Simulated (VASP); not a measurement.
Input of a VASP 6.6.1 run:

The input INCAR:

```
PREC = Accurate
ENCUT = 570
EDIFF = 1E-6
ISMEAR = 0
SIGMA = 0.15
LREAL = False
LASPH = True
NELM = 200
ALGO = Normal
ISIF = 2
LWAVE = False
LCHARG = True
ISPIN = 2
MAGMOM = 0.5 0.5
LORBIT = 11
NUPDOWN = 1.0
LMAXMIX = 4
GGA = CA
LELF = True
LVHAR = True
NBANDS = 29
GGA_COMPAT = False
```

KPOINTS

```
Automatic mesh
0
Gamma
  21 21 10
```

The input POSCAR:

```
Pt
1.0
    2.7082945876      0.0000000000      0.0000000000
   -1.3541472938      2.3454519138      0.0000000000
    0.0000000000      0.0000000000      4.6765103647
Pt
2
Direct
    0.6666666667      0.3333333333      0.7500000000
    0.3333333333      0.6666666667      0.2500000000
```

Potentials or basis: VASP PAW LDA potentials, release 64 (Pt_sv_GW).

Run with:

```sh
$ cat potpaw_LDA.64/Pt_sv_GW/POTCAR > POTCAR
$ mpirun -np 1 vasp_std > vasp.out
```

Q: What does it give for the pressure?

A: 1.1 GPa.

Stress tensor (GPa, compression positive):
```
 2.84  0.00  0.00
 0.00  2.84  0.00
 0.00  0.00 -2.50
```

Caveat: the stress differs along the axes, from -3 to 3 GPa; the total moment is fixed, so each spin has its own Fermi level and the state may be an excited one.
